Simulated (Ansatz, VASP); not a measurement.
## HfN: VASP beside Ansatz

```
Hf N
1.0
     0.00000    2.26106    2.26106
     2.26106    0.00000    2.26106
     2.26106    2.26106    0.00000
Hf N
1 1
Direct
  0.00000 0.00000 0.00000
  0.50000 0.50000 0.50000
```

Alike in both runs: functional PBE; dispersion D4; k mesh 11 × 11 × 11; no spin polarisation.

Ansatz relaxed the structure, and its values are those at the end. VASP's run is a single point on that final structure, the one shown.

|  | VASP | Ansatz |
| --- | --- | --- |
| version | VASP 6.6.1 | Ansatz 0.2.0 |
| potentials or method | VASP PAW PBE potentials, release 64 (Hf_pv, N) | plane waves, PAW |
| plane-wave cutoff (eV) | 520 | 420 |
| occupations | fermi-dirac, width 0.1 eV | fermi-dirac |
| valence electrons in the cell | 15 | 31 |

VASP gave:

```
pressure (GPa) : -2.4
```

Question: Estimate Ansatz's values.

Answer: Pressure (GPa): 0.0.

VASP's potentials hold 15 valence electrons a cell and Ansatz's 31, so a difference there can come from the potentials and not from the codes.

Spin-orbit coupling is off throughout.
